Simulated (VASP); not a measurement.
Here is a VASP 6.6.1 calculation.

The input INCAR:

```
PREC = Accurate
ENCUT = 520
EDIFF = 1E-6
ISMEAR = 0
SIGMA = 0.1
LREAL = False
LASPH = True
NELM = 80
ALGO = Normal
ISIF = 2
LWAVE = False
LCHARG = True
GGA = PS
LELF = True
LVHAR = True
NBANDS = 15
```

KPOINTS

```
Automatic mesh
0
Gamma
  6 6 6
```

The input POSCAR:

```
RbBr
1.0
    4.0561329279      0.0000000000      0.0000000000
    0.0000000000      4.0561329279      0.0000000000
    0.0000000000      0.0000000000      4.0561329279
Rb Br
1 1
Direct
    0.0000000000      0.0000000000      0.0000000000
    0.5000000000      0.5000000000      0.5000000000
```

Potentials or basis: VASP PAW PBE potentials, release 64 (Rb_sv, Br).

Command:

```console
$ cat potpaw_PBE.64/Rb_sv/POTCAR potpaw_PBE.64/Br/POTCAR > POTCAR
$ mpirun -np 1 vasp_std > vasp.out
```

(1) Estimate the pressure.

(2) Estimate the band gap on the k mesh.

Results:

(1) 0.3 GPa.

(2) 4.08 eV, indirect (least direct gap 4.23 eV).

Caveat: the PAW data sets were made with another functional, which shifts forces and pressure a little.
